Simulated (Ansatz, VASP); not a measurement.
## Two plane-wave programs on MgBe2I6

```xyz
9
Lattice="-3.6287 6.2668 -0.0785 -7.2557 0.0003 -0.0323 -3.5916 2.0062 8.1655" Properties=species:S:1:pos:R:3 pbc="T T T"
Mg   -0.0026   -0.0052   -0.0004
Be  -10.8510    6.1746    6.4783
Be   -3.6263    2.0985    1.5740
I    -8.5759    1.9885    1.7308
I    -4.6769    4.1584    1.7325
I    -8.5101    6.4279    1.6783
I    -5.9023    6.2849    6.3117
I    -9.7914    4.1183    6.3383
I    -5.9673    1.8470    6.3752
```

Change from the starting cell: cell x1, atoms moved at random (sigma 0.15 Å) and cell strained at random (1.5 %), then relaxed without symmetry.

Alike in both runs: functional PBE; k mesh 3 × 3 × 3; occupations gaussian, width 0.1 eV; no spin polarisation.

Ansatz relaxed the structure, and its values are those at the end. VASP's run is a single point on that final structure, the one shown.

```csv
,VASP,Ansatz
version,VASP 6.6.1,Ansatz 0.2.0
potentials or method,"VASP PAW PBE potentials, release 64 (Mg, Be, I), cutoff 520 eV","scalar-relativistic, plane waves, PAW"
valence electrons in the cell,48,116
```

Ansatz gave:

| Quantity | Value |
| --- | --- |
| gap on the k mesh at the Fermi level (eV) | 3.31 |
| least direct gap on the mesh (eV) | 3.36 |
| pressure (GPa) | 0.0 |
| rms of the force components (eV/Å) | 0.007 |

Q: What did VASP give for the same quantities?

A: gap on the k mesh at the Fermi level (eV): 3.30; least direct gap on the mesh (eV): 3.34; pressure (GPa): 0.0; rms of the force components (eV/Å): 0.013.

VASP's potentials hold 48 valence electrons a cell and Ansatz's 116, so a difference there can come from the potentials and not from the codes.

Spin-orbit coupling is off throughout.
